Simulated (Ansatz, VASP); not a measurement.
ZnS in VASP and in Ansatz

```
Zn S
1.0
     0.00000    2.69368    2.69368
     2.69368    0.00000    2.69368
     2.69368    2.69368    0.00000
Zn S
1 1
Direct
  0.00000 0.00000 0.00000
  0.25000 0.25000 0.25000
```

Alike in both runs: task relaxation of cell and atoms; functional PBE; k mesh 8 × 8 × 8; occupations gaussian, width 0.02 eV; no spin polarisation.

```csv
,VASP,Ansatz
version,VASP 6.6.1,Ansatz 0.2.0
potentials or method,"VASP PAW PBE potentials, release 64 (Zn, S), cutoff 600 eV","scalar-relativistic, plane waves, PAW"
valence electrons in the cell,18,18
```

```tsv
	VASP	Ansatz	Ansatz less VASP
gap on the k mesh at the Fermi level, each at its own relaxed structure (eV)	2.01	2.02	+0.010
relaxed volume (Å³/atom)	20.22	20.15	-0.069
relaxed cell length with the largest relative difference (Å)	3.853	3.848	-0.0044
```
